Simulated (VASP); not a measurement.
# AlP (F-43m) in VASP: further runs

The runs below take AlP through single point, relaxation of cell and atoms, with PBE+D3(BJ).

Everything below comes from runs of VASP 6.6.1. Logs are shortened: lines on timing, memory, paths and dates and some standing lists are left out, and cuts for length are marked.

### 1 The cell of the first run

It takes space group F-43m (No. 216, cubic). Conventional cell: a = 5.470 Å, b = 5.470 Å, c = 5.470 Å, α = 90.00°, β = 90.00°, γ = 90.00°. Al (site symmetry -43m) has 4 P at 2.37 Å within 3.1 Å. Within 3.1 Å of P (site symmetry -43m) lie 4 Al at 2.37 Å.

### 2 Single point, PBE+D3(BJ)

Contents of INCAR:

```
ALGO = Normal ; EDIFF = 1E-6
ENCUT = 500 ; GGA = PE
GGA_COMPAT = F ; ISIF = 2
ISMEAR = 0 ; IVDW = 12
LASPH = T ; LCHARG = F
LREAL = F ; LWAVE = F
NBANDS = 11 ; NELM = 120
PREC = Accurate ; SIGMA = 0.1
```

Contents of KPOINTS:

```
k-points
0
Gamma
  6 6 6
```

Contents of POSCAR:

```
AlP
1.0
    0.0000000000      2.7350000000      2.7350000000
    2.7350000000      0.0000000000      2.7350000000
    2.7350000000      2.7350000000      0.0000000000
Al P
1 1
Direct
    0.0000000000      0.0000000000      0.0000000000
    0.2500000000      0.2500000000      0.2500000000
```

Potentials or basis: VASP PAW PBE potentials, release 64 (Al, P).

The run is started by

```sh
> cat potpaw_PBE.64/Al/POTCAR potpaw_PBE.64/P/POTCAR > POTCAR
> mpirun -np 1 vasp_std > vasp.out
```

OUTCAR:

```text
EDIFF = 1E-6
   ENCUT = 500
   GGA = PE
   ISIF = 2
   ISMEAR = 0
   IVDW = 12
   LASPH = T
   LREAL = F
   NELM = 120
   PREC = Accurate
 IVDW          = 12

 ion  position               nearest neighbor table
   1  0.000  0.000  0.000-   2 2.37   2 2.37   2 2.37   2 2.37
   2  0.250  0.250  0.250-   1 2.37   1 2.37   1 2.37   1 2.37

  LATTYP: Found a face centered cubic cell.
 ALAT       =     5.4700000000

  Lattice vectors:

 A1 = (   0.0000000000,   2.7350000000,   2.7350000000)
 A2 = (   2.7350000000,   0.0000000000,   2.7350000000)
 A3 = (   2.7350000000,   2.7350000000,   0.0000000000)

Analysis of symmetry for initial positions (statically):
=====================================================================
 Subroutine PRICEL returns:
 Original cell was already a primitive cell.

 Routine SETGRP: Setting up the symmetry group for a
 face centered cubic supercell.

 Subroutine GETGRP returns: Found 24 space group operations
 (whereof 24 operations were pure point group operations)
 out of a pool of 48 trial point group operations.

The static configuration has the point symmetry T_d .

Analysis of symmetry for dynamics (positions and initial velocities):
=====================================================================
 Subroutine PRICEL returns:
 Original cell was already a primitive cell.

 Routine SETGRP: Setting up the symmetry group for a
 face centered cubic supercell.

 Subroutine GETGRP returns: Found 24 space group operations
 (whereof 24 operations were pure point group operations)
 out of a pool of 48 trial point group operations.

The dynamic configuration has the point symmetry T_d .

 Subroutine INISYM returns: Found 24 space group operations
 (whereof 24 operations are pure point group operations),
 and found     1 'primitive' translations

----------------------------------------------------------------------------------------

                                     Primitive cell

  volume of cell :      40.9168

  direct lattice vectors                    reciprocal lattice vectors
     0.000000000  2.735000000  2.735000000    -0.182815356  0.182815356  0.182815356
     2.735000000  0.000000000  2.735000000     0.182815356 -0.182815356  0.182815356
     2.735000000  2.735000000  0.000000000     0.182815356  0.182815356 -0.182815356

  length of vectors
     3.867874093  3.867874093  3.867874093     0.316645486  0.316645486  0.316645486

  position of ions in fractional coordinates (direct lattice)
     0.000000000  0.000000000  0.000000000
[... 76 lines left out ...]
   ISYM   =      2    0-nonsym 1-usesym 2-fastsym
   POTIM  = 0.5000    time-step for ionic-motion
   TEBEG  =    0.0;   TEEND  =   0.0 temperature during run
   PSTRESS=    0.0 pullay stress
   NELECT =       8.0000    total number of electrons
   NUPDOWN=      -1.0000    fix difference up-down
   EMIN   =  10.00;   EMAX   =-10.00  energy-range for DOS
   EFERMI =   0.00;   METHOD = LEGACY
   ISMEAR =     0;   SIGMA  =   0.10  broadening in eV -4-tet -1-fermi 0-gaus
   EFERMI_NEDOS =   21; number of points for ismear=-14 and -15
   IALGO  =     38    algorithm
   IMIX   =      4    mixing-type and parameters
     AMIX     =   0.40;   BMIX     =  1.00
     AMIX_MAG =   1.60;   BMIX_MAG =  1.00
  volume/ion in A,a.u.               =      20.46       138.06
  Fermi-wavevector in a.u.,A,eV,Ry     =   0.950176  1.795573 12.283814  0.902835
  Thomas-Fermi vector in A             =   2.078528
   LORBIT       =      0    0 simple, 1 ext, 2 COOP (PROOUT), +10 PAW based schemes
   GGA     = PE    functional components
   LHFCALC =     F    Hartree Fock is set to
   AEXX    =    0.0000 exact exchange contribution
   IVDW    =    12    specifies the selected vdW correction
   LEPSILON=     F    determine dielectric tensor
   LRPA    =     F    only Hartree local field effects (RPA)
 non-spin polarized calculation
 Gauss-broadening in eV      SIGMA  =   0.10
  energy-cutoff  :      500.00
  volume of cell :       40.92
 maximum number of plane-waves:      1056
   NGX = 15   NGY = 15   NGZ = 15

 number of electron       8.0000000 magnetization

 Free energy of the ion-electron system (eV)
  ---------------------------------------------------
  ext. energy  EPLUGINS =         0.00000000
  ---------------------------------------------------
  free energy    TOTEN  =       -10.36493793 eV

  energy without entropy =      -10.36493793  energy(sigma->0) =      -10.36493793

 E-fermi :   4.9462     XC(G=0):  -9.1856

 val. band max:        4.5347682234   @ k =   0.0000   0.0000   0.0000
 cond. band min:       6.1221130465   @ k =   0.5000   0.5000   0.0000
 fundamental gap:      1.5873448231
 Fermi energy:         4.9461881363

 k-point     1 :       0.0000    0.0000    0.0000
  band No.  band energies     occupation
      1      -6.9397      2.00000
      2       4.5348      2.00000
      3       4.5348      2.00000
      4       4.5348      2.00000
      5       7.7929      0.00000
      6       9.0857      0.00000
      7       9.0857      0.00000
      8       9.0857      0.00000
      9      13.3608      0.00000
     10      13.3608      0.00000
     11      14.7850      0.00000
[... 197 lines left out ...]
 k-point    16 :      -0.3333    0.5000    0.1667
  band No.  band energies     occupation
      1      -4.5791      2.00000
      2      -0.4925      2.00000
      3       1.6446      2.00000
      4       1.8851      2.00000
      5       7.8529      0.00000
      6       8.8381      0.00000
      7      12.1690      0.00000
      8      12.5163      0.00000
      9      15.7461      0.00000
     10      16.4597      0.00000
     11      17.7724      0.00000

------------------------ aborting loop because EDIFF is reached ----------------------------------------

 Edisp (eV)   -0.61243

 E8    (eV) :    -0.2534

  FORCE on cell =-STRESS in cart. coord.  units (eV):
  Direction    XX          YY          ZZ          XY          YZ          ZX
  --------------------------------------------------------------------------------------
  -------------------------------------------------------------------------------------
  Total      -0.23155    -0.23155    -0.23155    -0.00000    -0.00000    -0.00000
  in kB      -9.06662    -9.06662    -9.06662    -0.00000    -0.00000    -0.00000
  external pressure =       -9.07 kB  Pullay stress =        0.00 kB

 VOLUME and BASIS-vectors are now :
 -----------------------------------------------------------------------------
  energy-cutoff  :      500.00
  volume of cell :       40.92
      direct lattice vectors                 reciprocal lattice vectors
     0.000000000  2.735000000  2.735000000    -0.182815356  0.182815356  0.182815356
     2.735000000  0.000000000  2.735000000     0.182815356 -0.182815356  0.182815356
     2.735000000  2.735000000  0.000000000     0.182815356  0.182815356 -0.182815356

 POSITION                                       TOTAL-FORCE (eV/Angst)
 -----------------------------------------------------------------------------------
      0.00000      0.00000      0.00000         0.000000      0.000000      0.000000
      1.36750      1.36750      1.36750        -0.000000     -0.000000     -0.000000
 -----------------------------------------------------------------------------------
    total drift:                               -0.000000     -0.000000      0.000000

  FREE ENERGIE OF THE ION-ELECTRON SYSTEM (eV)
  ---------------------------------------------------
  free  energy   TOTEN  =       -10.9773709974 eV

  energy  without entropy=      -10.9773709973  energy(sigma->0) =      -10.97737100
```

stdout:

```text
POSCAR found type information on POSCAR AlP
 POSCAR found :  2 types and       2 ions
 scaLAPACK will be used
 LDA part: xc-table for (Slater+PW92), standard interpolation
 POSCAR, INCAR and KPOINTS ok, starting setup
 FFT: planning ... GRIDC
 FFT: planning ... GRID_SOFT
 FFT: planning ... GRID
 WAVECAR not read
 entering main loop
```

It took 7.2 s on 1 thread of Intel Xeon Platinum 8488C (Sapphire Rapids), shared host; peak memory 0.15 GiB.

Results:

```
Free energy                : -10.9774 eV
Pressure                   : -0.9 GPa
Band gap on the k mesh     : 1.59 eV (least direct gap 3.26 eV)
Dispersion energy per atom : -0.306 eV
```

Levels at points of the mesh, in eV from the valence-band top:
| k point | band 1 | band 2 | band 3 | band 4 | band 5 | band 6 | band 7 | band 8 | band 9 |
| --- | --- | --- | --- | --- | --- | --- | --- | --- | --- |
| (0.00, 0.00, 0.00) | -11.47 | 0.00 | 0.00 | 0.00 | 3.26 | 4.55 | 4.55 | 4.55 | 8.83 |
| (0.50, 0.00, 0.00) | -9.81 | -5.50 | -0.76 | -0.76 | 2.79 | 4.82 | 4.82 | 8.26 | 11.51 |
| (0.50, 0.50, 0.00) | -9.15 | -5.29 | -2.09 | -2.09 | 1.59 | 2.47 | 11.02 | 11.02 | 12.00 |

A k mesh can miss the band edges.

### 3 Single point, PBE+D3(BJ)

This run uses another cell than the first one, of 20.26 Å³/atom.

Contents of INCAR:

```
SYSTEM = AlP
PREC     = Accurate       ! precision mode
ENCUT    = 500            ! plane-wave cutoff, eV
EDIFF    = 1E-6           ! SCF threshold, eV
ISMEAR   = 0              ! smearing method
SIGMA    = 0.02           ! smearing width, eV
LREAL    = .False.        ! projectors in reciprocal space
LASPH    = .True.         ! aspherical terms in the spheres
NELM     = 120            ! most SCF steps
ALGO     = Normal         ! electronic algorithm
ISIF     = 2              ! what is computed and relaxed
LWAVE    = .False.        ! write WAVECAR
LCHARG   = .True.         ! write CHGCAR
GGA      = PE             ! functional
IVDW     = 12             ! dispersion correction
LELF     = .True.         ! ELF
LVHAR    = .True.       
NBANDS   = 11             ! bands
GGA_COMPAT= .False.
```

Contents of KPOINTS:

```
regular mesh
0
Gamma
  8 8 8
  0 0 0
```

Contents of POSCAR:

```
AlP
1.0
    0.0000000000      2.7259237133      2.7259237133
    2.7259237133      0.0000000000      2.7259237133
    2.7259237133      2.7259237133      0.0000000000
Al P
1 1
Direct
    0.0000000000      0.0000000000      0.0000000000
    0.2500000000      0.2500000000      0.2500000000
```

Potentials or basis: VASP PAW PBE potentials, release 64 (Al, P).

The run is started by

```sh
> cat potpaw_PBE.64/Al/POTCAR potpaw_PBE.64/P/POTCAR > POTCAR
> mpirun -np 1 vasp_std > vasp.out
```

OUTCAR:

```text
SYSTEM = AlP
   PREC = Accurate
   ENCUT = 500
   EDIFF = 1E-6
   ISMEAR = 0
   LREAL = .False.
   LASPH = .True.
   NELM = 120
   ISIF = 2
   GGA = PE
   IVDW = 12
 IVDW          = 12

 ion  position               nearest neighbor table
   1  0.000  0.000  0.000-   2 2.36   2 2.36   2 2.36   2 2.36
   2  0.250  0.250  0.250-   1 2.36   1 2.36   1 2.36   1 2.36

  LATTYP: Found a face centered cubic cell.
 ALAT       =     5.4518474266

  Lattice vectors:

 A1 = (   0.0000000000,   2.7259237133,   2.7259237133)
 A2 = (   2.7259237133,   0.0000000000,   2.7259237133)
 A3 = (   2.7259237133,   2.7259237133,   0.0000000000)

Analysis of symmetry for initial positions (statically):
=====================================================================
 Subroutine PRICEL returns:
 Original cell was already a primitive cell.

 Routine SETGRP: Setting up the symmetry group for a
 face centered cubic supercell.

 Subroutine GETGRP returns: Found 24 space group operations
 (whereof 24 operations were pure point group operations)
 out of a pool of 48 trial point group operations.

[... 171 lines left out ...]
      1      -6.9095      2.00000
      2       4.6216      2.00000
      3       4.6216      2.00000
      4       4.6216      2.00000
      5       7.9660      0.00000
      6       9.1895      0.00000
      7       9.1895      0.00000
      8       9.1895      0.00000
      9      13.4616      0.00000
     10      13.4616      0.00000
     11      14.9441      0.00000
[... 309 lines left out ...]
 k-point    24 :      -0.3750    0.2500    0.1250
  band No.  band energies     occupation
      1      -4.9042      2.00000
      2      -0.5638      2.00000
      3       2.0173      2.00000
      4       3.1310      2.00000
      5       8.5785      0.00000
      6       9.1654      0.00000
      7      11.5305      0.00000
      8      12.3466      0.00000
      9      13.6472      0.00000
     10      16.1127      0.00000
     11      17.3956      0.00000

 [... further k-points ...]

------------------------ aborting loop because EDIFF is reached ----------------------------------------

 Edisp (eV)   -0.61915

 E8    (eV) :    -0.2563

  FORCE on cell =-STRESS in cart. coord.  units (eV):
  Direction    XX          YY          ZZ          XY          YZ          ZX
  --------------------------------------------------------------------------------------
  -------------------------------------------------------------------------------------
  Total      -0.01971    -0.01971    -0.01971    -0.00000     0.00000     0.00000
  in kB      -0.77959    -0.77959    -0.77959    -0.00000     0.00000     0.00000
  external pressure =       -0.78 kB  Pullay stress =        0.00 kB

 VOLUME and BASIS-vectors are now :
 -----------------------------------------------------------------------------
  energy-cutoff  :      500.00
  volume of cell :       40.51
      direct lattice vectors                 reciprocal lattice vectors
     0.000000000  2.725923713  2.725923713    -0.183424062  0.183424062  0.183424062
     2.725923713  0.000000000  2.725923713     0.183424062 -0.183424062  0.183424062
     2.725923713  2.725923713  0.000000000     0.183424062  0.183424062 -0.183424062

 POSITION                                       TOTAL-FORCE (eV/Angst)
 -----------------------------------------------------------------------------------
      0.00000      0.00000      0.00000        -0.000000     -0.000000     -0.000000
      1.36296      1.36296      1.36296         0.000000      0.000000      0.000000
 -----------------------------------------------------------------------------------
    total drift:                               -0.000000     -0.000000     -0.000000

  FREE ENERGIE OF THE ION-ELECTRON SYSTEM (eV)
  ---------------------------------------------------
  free  energy   TOTEN  =       -10.9862313113 eV

  energy  without entropy=      -10.9862313113  energy(sigma->0) =      -10.98623131
```

OSZICAR:

```text
N       E                     dE             d eps       ncg     rms          rms(c)
DAV:   1     0.129910455905E+02    0.12991E+02   -0.31363E+03   638   0.544E+02
DAV:   2    -0.974995260351E+01   -0.22741E+02   -0.21568E+02   838   0.912E+01
DAV:   3    -0.107109950026E+02   -0.96104E+00   -0.95839E+00   819   0.183E+01
DAV:   4    -0.107189620377E+02   -0.79670E-02   -0.79663E-02   772   0.197E+00
DAV:   5    -0.107191108554E+02   -0.14882E-03   -0.14882E-03   799   0.251E-01    0.454E+00
DAV:   6    -0.104103022812E+02    0.30881E+00   -0.61141E-01   719   0.291E+00    0.289E+00
DAV:   7    -0.103665925391E+02    0.43710E-01   -0.22111E-01   772   0.191E+00    0.145E+00
DAV:   8    -0.103670106973E+02   -0.41816E-03   -0.15327E-02   749   0.605E-01    0.233E-01
DAV:   9    -0.103669219650E+02    0.88732E-04   -0.73304E-04   765   0.149E-01    0.921E-02
DAV:  10    -0.103670745230E+02   -0.15256E-03   -0.21984E-04   725   0.784E-02    0.103E-02
DAV:  11    -0.103670798739E+02   -0.53509E-05   -0.23355E-05   796   0.225E-02    0.933E-03
DAV:  12    -0.103670806193E+02   -0.74543E-06   -0.16991E-06   740   0.713E-03
   1 F= -.10986231E+02 E0= -.10986231E+02  d E =-.163973E-33
```

Wall time 9.4 s (1 thread of Intel Xeon Platinum 8488C (Sapphire Rapids), shared host); peak memory 0.16 GiB.

Results:

```yaml
Free_energy: -10.9862 eV
Pressure: -0.1 GPa
Band_gap_on_the_k_mesh: 1.57 eV (least direct gap 3.34 eV)
Dispersion_energy_per_atom: -0.310 eV
```

Levels at points of the mesh, in eV from the valence-band top:
| k point | band 1 | band 2 | band 3 | band 4 | band 5 | band 6 | band 7 | band 8 |
| --- | --- | --- | --- | --- | --- | --- | --- | --- |
| (0.00, 0.00, 0.00) | -11.53 | 0.00 | 0.00 | 0.00 | 3.34 | 4.57 | 4.57 | 4.57 |
| (0.50, 0.00, 0.00) | -9.84 | -5.55 | -0.77 | -0.77 | 2.83 | 4.82 | 4.82 | 8.29 |
| (0.50, 0.50, 0.00) | -9.17 | -5.32 | -2.11 | -2.11 | 1.57 | 2.47 | 11.11 | 11.11 |

A k mesh can miss the band edges.

### 4 Single point, PBE+D3(BJ)

This run uses another cell than the first one, of 20.26 Å³/atom.

Contents of INCAR:

```
PREC = Accurate ; ENCUT = 500
EDIFF = 1E-6 ; ISMEAR = 0
SIGMA = 0.02 ; LREAL = False
LASPH = True ; NELM = 120
ALGO = Normal ; ISIF = 2
LWAVE = False ; LCHARG = False
GGA = PE ; IVDW = 12
NBANDS = 11 ; GGA_COMPAT = False
```

Contents of KPOINTS:

```
Automatic mesh
0
Gamma
  8 8 8
```

POSCAR is that of step 3.

The run is started by

```sh
> cat potpaw_PBE.64/Al/POTCAR potpaw_PBE.64/P/POTCAR > POTCAR
> mpirun -np 1 vasp_std > vasp.out
```

It took 7.7 s on 1 thread of Intel Xeon Platinum 8488C (Sapphire Rapids), shared host; peak memory 0.16 GiB.

It converged, with:

```yaml
Free_energy: -10.9862 eV
Pressure: -0.1 GPa
Band_gap_on_the_k_mesh: 1.57 eV (least direct gap 3.34 eV)
Dispersion_energy_per_atom: -0.310 eV
```

Levels at points of the mesh, in eV from the valence-band top:
```csv
k point,band 1,band 2,band 3,band 4,band 5,band 6,band 7,band 8,band 9
"(0.00, 0.00, 0.00)",-11.53,0.00,0.00,0.00,3.34,4.57,4.57,4.57,8.84
"(0.50, 0.00, 0.00)",-9.84,-5.55,-0.77,-0.77,2.83,4.82,4.82,8.29,11.55
"(0.50, 0.50, 0.00)",-9.17,-5.32,-2.11,-2.11,1.57,2.47,11.11,11.11,12.11
```

A k mesh can miss the band edges.

(Part 1 of 2 ends here.)
